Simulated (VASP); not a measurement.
# HC16 (a cell with a defect) in VASP: a series of runs, part 2 of 2

VASP 6.6.1.

### Step 4. Single point, PBE+D3(BJ)

INCAR

```
ALGO = Normal
EDIFF = 1E-6
ENCUT = 520
GGA = PE
ISIF = 2
ISMEAR = 0
IVDW = 12
LASPH = T
LCHARG = F
LREAL = Auto
LWAVE = F
NBANDS = 46
NELECT = 64.0
NELM = 100
PREC = Accurate
SIGMA = 0.05
```

KPOINTS

```
k-points
0
Gamma
  3 3 3
```

POSCAR

```
HC16
1.0
    0.0000000000      3.5700000000      3.5700000000
    3.5700000000      0.0000000000      3.5700000000
    3.5700000000      3.5700000000      0.0000000000
C H
16 1
Direct
   -0.0068047619      0.0024145658     -0.0102299720
    0.1144312325      0.1266547619      0.1177163866
   -0.0028068627      0.0034670868      0.4903379552
    0.1218515406      0.1267187675      0.6159540616
    0.0266638655      0.4899677871     -0.0149596639
    0.1230352941      0.6268168067      0.1176229692
   -0.0008530812      0.4998536415      0.4915743697
    0.1335550420      0.6254670868      0.6059183473
    0.4840602241      0.0125036415     -0.0071406162
    0.6185429972      0.1267679272      0.1184752101
    0.4958214286      0.0024082633      0.4916113445
    0.6204701681      0.1280528011      0.6148480392
    0.4947289916      0.5007152661     -0.0085401961
    0.5910511204      0.6332152661      0.1283883754
    0.5031878151      0.5006810924      0.4916584034
    0.6245110644      0.6285718487      0.6158782913
    0.8086770308      0.7145955182      0.9047207283
```

Run with:

```console
cat potpaw_PBE.64/C/POTCAR potpaw_PBE.64/H/POTCAR > POTCAR
mpirun -np 1 vasp_std > vasp.out
```

Wall time 79 s (1 thread of AMD EPYC 9R45 (Zen 5), shared host); peak memory 0.22 GiB.

The run converged. Its results:

* Free energy: -158.4601 eV
* Largest force: 0.022 eV/Å
* Dispersion energy per atom: -0.190 eV

Forces in eV/Å, atoms in the order of the input:
```
C    0.000  0.003 -0.003
C    0.000 -0.003 -0.006
C   -0.002 -0.003 -0.006
C   -0.003 -0.001  0.006
C   -0.004  0.002 -0.009
C    0.009  0.003  0.010
C    0.002 -0.002 -0.001
C    0.008 -0.007  0.000
C    0.000 -0.001  0.001
C    0.000  0.001  0.000
C   -0.002  0.000 -0.001
C    0.000  0.003 -0.001
C   -0.010  0.000 -0.006
C    0.006  0.002 -0.003
C    0.000  0.016 -0.001
C    0.000  0.003  0.004
H   -0.003 -0.014  0.017
```

Levels at points of the mesh, in eV from the Fermi level:
```tsv
k point	band 29	band 30	band 31	band 32	band 33	band 34	band 35	band 36
(0.00, 0.00, 0.00)	-2.90	-0.58	-0.44	-0.29	2.29	3.05	3.99	4.21
```

Caveat: the k points lie up to 0.51 Å⁻¹ apart; the cell carries a net charge on a neutralising background, which shifts energy and pressure; the cell is charged against a uniform background, so pressure and absolute levels hang on convention.

### Step 5. Single point, PBE+D3(BJ)

INCAR

```
PREC = Accurate ; ENCUT = 520
EDIFF = 1E-7 ; ISMEAR = 0
SIGMA = 0.05 ; LREAL = Auto
LASPH = True ; NELM = 80
ALGO = Normal ; ISIF = 2
LWAVE = False ; LCHARG = False
GGA = PE ; IVDW = 12
NELECT = 64.0 ; NBANDS = 46
```

KPOINTS

```
Automatic mesh
0
Gamma
  3 3 3
```

POSCAR

```
HC16
1.0
    0.0000000000      3.5700000000      3.5700000000
    3.5700000000      0.0000000000      3.5700000000
    3.5700000000      3.5700000000      0.0000000000
C H
16 1
Direct
   -0.0036491597      0.0040452381     -0.0066547619
    0.1258571429      0.1221112045      0.1212610644
    0.0024380952     -0.0010969188      0.4952106443
    0.1251920168      0.1249065826      0.6195830532
    0.0302533613      0.4873264706     -0.0110245098
    0.1179449580      0.6305023810      0.1211592437
    0.0006292717      0.4983690476      0.4938771709
    0.1372894958      0.6244345938      0.6091183473
    0.4974802521      0.0027763305     -0.0046074230
    0.6217952381      0.1256649860      0.1221549020
    0.4991707283     -0.0004012605      0.4952850140
    0.6276642857      0.1205617647      0.6196791317
    0.4877257703      0.5000053221     -0.0033913165
    0.5936698880      0.6366124650      0.1320872549
    0.5067113445      0.4939264706      0.4953754902
    0.6239424370      0.6260284314      0.6186177871
    0.8136443978      0.5708964986      0.9038525210
```

Potentials or basis: VASP PAW PBE potentials, release 64 (C, H).

Run with:

```console
cat potpaw_PBE.64/C/POTCAR potpaw_PBE.64/H/POTCAR > POTCAR
mpirun -np 1 vasp_std > vasp.out
```

OUTCAR:

```text
PREC = Accurate
   ENCUT = 520
   EDIFF = 1E-7
   ISMEAR = 0
   LREAL = Auto
   LASPH = True
   NELM = 80
   ISIF = 2
   GGA = PE
   IVDW = 12
   NELECT = 64.0
 IVDW          = 12

 ion  position               nearest neighbor table
   1  0.996  0.004  0.993-   6 1.54   4 1.54  10 1.54   2 1.55
   2  0.126  0.122  0.121-   5 1.51   9 1.53   3 1.54   1 1.55
   3  0.002  0.999  0.495-   4 1.54   2 1.54   8 1.54  12 1.55
   4  0.125  0.125  0.620-   3 1.54   7 1.54   1 1.54  11 1.54
   5  0.030  0.487  0.989-  17 1.18   6 1.50   2 1.51   8 1.57  14 1.80
[... 892 lines left out ...]
  Total      -9.01881    -9.07838    -8.80132    -2.11066     2.60102    -2.66968
  in kB    -158.79066  -159.83949  -154.96148   -37.16160    45.79508   -47.00410
  external pressure =     -157.86 kB  Pullay stress =        0.00 kB

 VOLUME and BASIS-vectors are now :
 -----------------------------------------------------------------------------
  energy-cutoff  :      520.00
  volume of cell :       91.00
      direct lattice vectors                 reciprocal lattice vectors
     0.000000000  3.570000000  3.570000000    -0.140056022  0.140056022  0.140056022
     3.570000000  0.000000000  3.570000000     0.140056022 -0.140056022  0.140056022
     3.570000000  3.570000000  0.000000000     0.140056022  0.140056022 -0.140056022

 POSITION                                       TOTAL-FORCE (eV/Angst)
 -----------------------------------------------------------------------------------
      3.56068      7.10321      3.57141        -0.002953      0.006000     -0.002588
      0.86884      0.88221      0.88525         0.004966     -0.002782     -0.012895
      5.33399      1.77661      3.57479         0.007639     -0.002654     -0.004828
      2.65783      2.65885      0.89285         0.002625      0.001440      0.001582
      5.27040      3.63865      1.84776         0.020575      0.005483      0.007057
      2.68343      0.85360      2.67196         0.008496      0.004082     -0.001808
[... 9 lines left out ...]
      4.44339      4.43594      4.46240         0.002027      0.005383      0.004987
      5.26485      6.13146      4.94281        -0.017885     -0.032080     -0.024702
 -----------------------------------------------------------------------------------
    total drift:                                0.026675      0.034118     -0.001319

  FREE ENERGIE OF THE ION-ELECTRON SYSTEM (eV)
  ---------------------------------------------------
  free  energy   TOTEN  =      -158.4595185397 eV

  energy  without entropy=     -158.4595185397  energy(sigma->0) =     -158.45951854
```

stdout:

```text
POSCAR found type information on POSCAR C H
 POSCAR found :  2 types and      17 ions
 scaLAPACK will be used
 LDA part: xc-table for (Slater+PW92), standard interpolation
 POSCAR, INCAR and KPOINTS ok, starting setup
 FFT: planning ... GRIDC
 FFT: planning ... GRID_SOFT
 FFT: planning ... GRID
 WAVECAR not read
 entering main loop
 the old and the new charge density differ
 old charge density:    65.00000 new   64.00000
    0.158E+01
```

Run time: 71 s. Hardware: 1 thread of AMD EPYC 9R45 (Zen 5), shared host; peak memory 0.22 GiB.

Results:

| Quantity | Value |
| --- | --- |
| Free energy | -158.4595 eV |
| Largest force | 0.044 eV/Å |
| Dispersion energy per atom | -0.190 eV |

Forces in eV/Å, atoms in the order of the input:
```
C   -0.003  0.006 -0.003
C    0.005 -0.003 -0.013
C    0.008 -0.003 -0.005
C    0.003  0.001  0.002
C    0.021  0.005  0.007
C    0.008  0.004 -0.002
C    0.000 -0.008  0.000
C   -0.003 -0.015  0.007
C   -0.003  0.004 -0.002
C    0.003  0.008  0.006
C    0.003  0.000 -0.002
C   -0.003  0.001 -0.003
C   -0.008  0.006  0.005
C    0.003  0.014  0.013
C   -0.018  0.006  0.009
C    0.002  0.005  0.005
H   -0.018 -0.032 -0.025
```

Levels at points of the mesh, in eV from the Fermi level:
```tsv
k point	band 29	band 30	band 31	band 32	band 33	band 34	band 35	band 36
(0.00, 0.00, 0.00)	-2.88	-0.55	-0.42	-0.27	2.28	3.10	4.02	4.24
```

Caveat: the k points lie up to 0.51 Å⁻¹ apart; the cell carries a net charge on a neutralising background, which shifts energy and pressure; the cell is charged against a uniform background, so pressure and absolute levels hang on convention.

### Step 6. Single point, PBE+D3(BJ)

INCAR

```
SYSTEM = HC16
  PREC = Accurate
  ENCUT = 520
  EDIFF = 1E-6
  ISMEAR = 0
  SIGMA = 0.05
  LREAL = Auto
  LASPH = .True.
  NELM = 80
  ALGO = Normal
  ISIF = 2
  LWAVE = .False.
  LCHARG = .False.
  GGA = PE
  IVDW = 12
  NBANDS = 46
  NELECT = 64.0
```

KPOINTS

```
regular mesh
0
Gamma
  3 3 3
  0 0 0
```

POSCAR

```
HC16
1.0
    0.0000000000      3.5700000000      3.5700000000
    3.5700000000      0.0000000000      3.5700000000
    3.5700000000      3.5700000000      0.0000000000
C H
16 1
Direct
    0.0093658263     -0.0062952381     -0.0033700280
    0.1336827731      0.1153289916      0.1253390756
    0.0092759104     -0.0106885154      0.4984862745
    0.1336521008      0.1146056022      0.6227899160
    0.0192280112      0.4896977591     -0.0002397759
    0.1335523810      0.6202672269      0.1245084034
    0.0103876751      0.4881484594      0.4971470588
    0.1349179272      0.6157658263      0.6217425770
    0.5076429972     -0.0077488796     -0.0015782913
    0.6337970588      0.1116914566      0.1244939776
    0.5068016807     -0.0114285714      0.4984352941
    0.6354362745      0.1102530812      0.6228130252
    0.4969278711      0.4774978992     -0.0078415966
    0.6401459384      0.6263341737      0.1351907563
    0.5075390756      0.4836460784      0.4985836134
    0.6324121849      0.6142107843      0.6127542017
    0.7206310924      0.5531809524      0.9100781513
```

Potentials or basis: VASP PAW PBE potentials, release 64 (C, H).

Run with:

```console
cat potpaw_PBE.64/C/POTCAR potpaw_PBE.64/H/POTCAR > POTCAR
mpirun -np 1 vasp_std > vasp.out
```

OUTCAR:

```text
SYSTEM = HC16
   PREC = Accurate
   ENCUT = 520
   EDIFF = 1E-6
   ISMEAR = 0
   LREAL = Auto
   LASPH = .True.
   NELM = 80
   ISIF = 2
   GGA = PE
   IVDW = 12
   NELECT = 64.0
 IVDW          = 12

 ion  position               nearest neighbor table
   1  0.009  0.994  0.997-   6 1.54   4 1.54   2 1.54  10 1.55
   2  0.134  0.115  0.125-   3 1.54   9 1.54   5 1.54   1 1.54
   3  0.009  0.989  0.498-   2 1.54   8 1.54  12 1.54   4 1.54
   4  0.134  0.115  0.623-  11 1.54   7 1.54   1 1.54   3 1.54
   5  0.019  0.490  1.000-   6 1.52   2 1.54   8 1.56  14 1.56
   6  0.134  0.620  0.125-  13 1.51   5 1.52   7 1.54   1 1.54
   7  0.010  0.488  0.497-   6 1.54   4 1.54   8 1.55  16 1.56
[... 891 lines left out ...]
  in kB    -160.52325  -155.89461  -160.28316    44.62584    45.39895    36.33782
  external pressure =     -158.90 kB  Pullay stress =        0.00 kB

 VOLUME and BASIS-vectors are now :
 -----------------------------------------------------------------------------
  energy-cutoff  :      520.00
  volume of cell :       91.00
      direct lattice vectors                 reciprocal lattice vectors
     0.000000000  3.570000000  3.570000000    -0.140056022  0.140056022  0.140056022
     3.570000000  0.000000000  3.570000000     0.140056022 -0.140056022  0.140056022
     3.570000000  3.570000000  0.000000000     0.140056022  0.140056022 -0.140056022

 POSITION                                       TOTAL-FORCE (eV/Angst)
 -----------------------------------------------------------------------------------
      7.10550      3.59140      3.58096         0.002319      0.001879      0.004306
      0.85918      0.92471      0.88897        -0.000367     -0.001016     -0.003528
      5.31144      1.81271      3.56496        -0.000307      0.004973      0.007845
      2.63250      2.70050      0.88628         0.001424      0.000863     -0.002494
      5.31737      3.63779      1.81686        -0.017217      0.003786      0.010117
      2.65885      0.92128      2.69114         0.022845      0.002105      0.004411
[... 9 lines left out ...]
      4.38027      4.44524      4.45044        -0.002755     -0.009240      0.003728
      5.22384      5.82163      4.54751        -0.018129      0.001953      0.017899
 -----------------------------------------------------------------------------------
    total drift:                               -0.006510     -0.001118     -0.010763

  FREE ENERGIE OF THE ION-ELECTRON SYSTEM (eV)
  ---------------------------------------------------
  free  energy   TOTEN  =      -158.4600893872 eV

  energy  without entropy=     -158.4600893872  energy(sigma->0) =     -158.46008939
```

It took 78 s on 1 thread of AMD EPYC 9R45 (Zen 5), shared host; peak memory 0.22 GiB.

What came out:

```
Free energy                : -158.4601 eV
Largest force              : 0.026 eV/Å
Dispersion energy per atom : -0.190 eV
```

Forces on the atoms (eV/Å):
```
C    0.002  0.002  0.004
C    0.000 -0.001 -0.004
C    0.000  0.005  0.008
C    0.001  0.001 -0.002
C   -0.017  0.004  0.010
C    0.023  0.002  0.004
C   -0.002  0.003  0.004
C   -0.003 -0.002 -0.004
C    0.003 -0.016  0.007
C    0.003  0.016 -0.005
C    0.007 -0.001  0.000
C   -0.006  0.004 -0.006
C   -0.004 -0.012 -0.016
C    0.020  0.003 -0.004
C   -0.007 -0.001 -0.019
C   -0.003 -0.009  0.004
H   -0.018  0.002  0.018
```

Levels at points of the mesh, in eV from the Fermi level:
| k point | band 29 | band 30 | band 31 | band 32 | band 33 | band 34 | band 35 | band 36 |
| --- | --- | --- | --- | --- | --- | --- | --- | --- |
| (0.00, 0.00, 0.00) | -2.86 | -0.53 | -0.40 | -0.25 | 2.35 | 3.08 | 4.04 | 4.25 |

Caveat: the k points lie up to 0.51 Å⁻¹ apart; the cell carries a net charge on a neutralising background, which shifts energy and pressure; the cell is charged against a uniform background, so pressure and absolute levels hang on convention.
